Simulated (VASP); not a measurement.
The system is LiCd3.

```
CELL_PARAMETERS angstrom
0.00000 3.39671 3.39671
3.39671 0.00000 3.39671
3.39671 3.39671 0.00000
ATOMIC_POSITIONS crystal
Li 0.00000 0.00000 0.00000
Cd 0.25000 0.25000 0.25000
Cd 0.75000 0.75000 0.75000
Cd 0.50000 0.50000 0.50000
```

| Quantity | Value |
| --- | --- |
| Program | VASP 6.6.1 |
| Task | relaxation of cell and atoms |
| Functional | LDA |
| Potentials or basis | VASP PAW LDA potentials, release 64 (Li_sv, Cd) |
| Cutoff | 600 eV |
| k mesh | 6 × 6 × 6 |
| Occupations | gaussian, width 0.02 eV |
| Spin | no spin polarisation |

At the start: pressure -3.7 GPa; volume 19.60 Å³/atom.

How do energy, volume and symmetry change on relaxing?

Over 3 steps the energy falls by 20.1 meV/atom and the volume is 18.10 Å³/atom (-7.6 %); space group Fm-3m (No. 225, to 0.1 Å) before and after.

Step by step:
```csv
step,energy change (eV),largest force (eV/Å),pressure (GPa),volume (Å³)
1,0.0000,0.0000,-3.66,78.38
2,-0.0773,0.0000,-0.93,73.42
3,-0.0806,0.0000,-0.04,72.39
```

Final structure:
```
Li Cd
1.0
     0.00000    3.30784    3.30784
     3.30784    0.00000    3.30784
     3.30784    3.30784    0.00000
Li Cd
1 3
Cartesian
  0.0000 0.0000 0.0000
  1.6539 1.6539 1.6539
  4.9618 4.9618 4.9618
  3.3078 3.3078 3.3078
```

Caveat: the cutoff is under 1.25 times the usual one of these potentials, so pressure, stress and relaxed cells hold a basis-set (Pulay) error.
